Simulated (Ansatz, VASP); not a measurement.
**KF in VASP and in Ansatz**

INCAR

```
SYSTEM = KF
  ALGO = Normal
  EDIFF = 1E-6
  ENCUT = 520
  ISIF = 2
  ISMEAR = 0
  LASPH = .True.
  LCHARG = .True.
  LELF = .True.
  LREAL = .False.
  LVHAR = .True.
  LWAVE = .False.
  NBANDS = 15
  NELM = 60
  PREC = Accurate
  SIGMA = 0.05
```

File KPOINTS:

```
k-points
0
Gamma
  8 8 8
  0 0 0
```

Contents of POSCAR:

```
KF
1.0
    0.0812129374      2.5521948060      2.5521948060
    2.5521948060      0.0812129374      2.5521948060
    2.5521948060      2.5521948060      0.0812129374
K F
1 1
Direct
    0.0000000000      0.0000000000      0.0000000000
    0.5000000000      0.5000000000      0.5000000000
```

Input for Ansatz:

```yaml
crystal:
  lattice:
    - [0.0812129374, 2.552194806, 2.552194806]
    - [2.552194806, 0.0812129374, 2.552194806]
    - [2.552194806, 2.552194806, 0.0812129374]
  atoms:
    - { symbol: K, position: [0.0, 0.0, 0.0] }
    - { symbol: F, position: [0.5, 0.5, 0.5] }
basis:
  ecutwfc: 520.0
kpoints:
  mp_grid: { grid: [8, 8, 8] }
hamiltonian:
  xc: lda
scf:
  occupations: { method: gaussian, width: 0.05 }
output:
  forces: true
  stress: true
  eigenvalues: true
```

Alike in both runs: task single point; functional LDA; k mesh 8 × 8 × 8; occupations gaussian, width 0.05 eV; no spin polarisation.

|  | VASP | Ansatz |
| --- | --- | --- |
| version | VASP 6.6.1 | Ansatz 0.2.0 |
| potentials or method | VASP PAW LDA potentials, release 64 (K_sv, F), cutoff 520 eV | scalar-relativistic, plane waves, PAW |
| valence electrons in the cell | 16 | 16 |

```tsv
	VASP	Ansatz	Ansatz less VASP
gap on the k mesh at the Fermi level (eV)	6.81	6.83	+0.020
least direct gap on the mesh (eV)	6.83	6.85	+0.022
pressure (GPa)	4.8	4.4	-0.41
traceless stress, the component that is largest in VASP (GPa)	-0.38	-0.40	-0.017
```

LDA's correlation is that of Perdew and Zunger in VASP and of Perdew and Wang (1992) in Ansatz.
